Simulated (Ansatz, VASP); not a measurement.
One calculation of Bi, two programs

```
CELL_PARAMETERS angstrom
4.67517 0.00000 0.00000
-2.33759 4.04882 0.00000
0.00000 0.00000 11.82900
ATOMIC_POSITIONS crystal
Bi 0.33333 0.66667 0.25000
Bi 0.66667 0.33333 0.75000
```

Change from the starting cell: equal xx and yy strain of +3 %.

Alike in both runs: task single point; functional PBE; k mesh 9 × 9 × 3; occupations fermi-dirac, width 0.03 eV; no spin polarisation.

|  | VASP | Ansatz |
| --- | --- | --- |
| version | VASP 6.6.1 | Ansatz 0.2.0 |
| potentials or method | VASP PAW PBE potentials, release 64 (Bi_d), cutoff 520 eV | all-electron LAPW, scalar-relativistic |

```csv
,VASP,Ansatz,Ansatz less VASP
pressure (GPa),-2.9,-2.9,+0.02
"traceless stress, the component that is largest in VASP (GPa)",2.58,2.58,0.000
```

Ansatz ran all-electron here, and VASP with PAW potentials.

Spin-orbit coupling is off throughout.
